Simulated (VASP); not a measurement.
A run of VASP 6.6.1 is set up as follows.

The input INCAR:

```
SYSTEM = In2Sb
PREC     = Accurate       ! precision mode
ENCUT    = 520            ! plane-wave cutoff, eV
EDIFF    = 1E-6           ! SCF threshold, eV
ISMEAR   = 0              ! smearing method
SIGMA    = 0.1            ! smearing width, eV
LREAL    = .FALSE.        ! projectors in reciprocal space
LASPH    = .TRUE.         ! aspherical terms in the spheres
NELM     = 100            ! most SCF steps
ALGO     = Fast           ! electronic algorithm
ISIF     = 2              ! what is computed and relaxed
LWAVE    = .FALSE.        ! write WAVECAR
LCHARG   = .TRUE.         ! write CHGCAR
GGA      = PS             ! functional
IVDW     = 13             ! dispersion correction
LELF     = .TRUE.         ! ELF
LVHAR    = .TRUE.       
NBANDS   = 40             ! bands
```

KPOINTS

```
regular mesh
0
G
  12 12 6
  0 0 0
```

POSCAR

```
In2Sb
1.0
    5.2826357016      0.0000000000      0.0000000000
   -2.6413178508      4.5748967165      0.0000000000
    0.0000000000      0.0000000000      6.3211663508
In Sb
4 2
Direct
    0.6666666667      0.3333333333      0.2500000000
    0.3333333333      0.6666666667      0.7500000000
    0.0000000000      0.0000000000      0.5000000000
    0.0000000000      0.0000000000      0.0000000000
    0.6666666667      0.3333333333      0.7500000000
    0.3333333333      0.6666666667      0.2500000000
```

Potentials or basis: VASP PAW PBE potentials, release 64 (In_d, Sb).

Launch:

```console
$ cat potpaw_PBE.64/In_d/POTCAR potpaw_PBE.64/Sb/POTCAR > POTCAR
$ mpirun -np 1 vasp_std > vasp.out
```

(1) Estimate the pressure.

(2) Predict the band gap on the k mesh.

## Answers

(1) 0.0 GPa.

(2) zero (band 31 reaches 9.60 eV, above the bottom of band 32 at 7.19 eV).

Caveat: the PAW data sets were made with another functional, which shifts forces and pressure a little; spin-orbit coupling is left out, which moves the levels of the heavy elements; pairwise dispersion overbinds metals, which lowers pressure and volume.
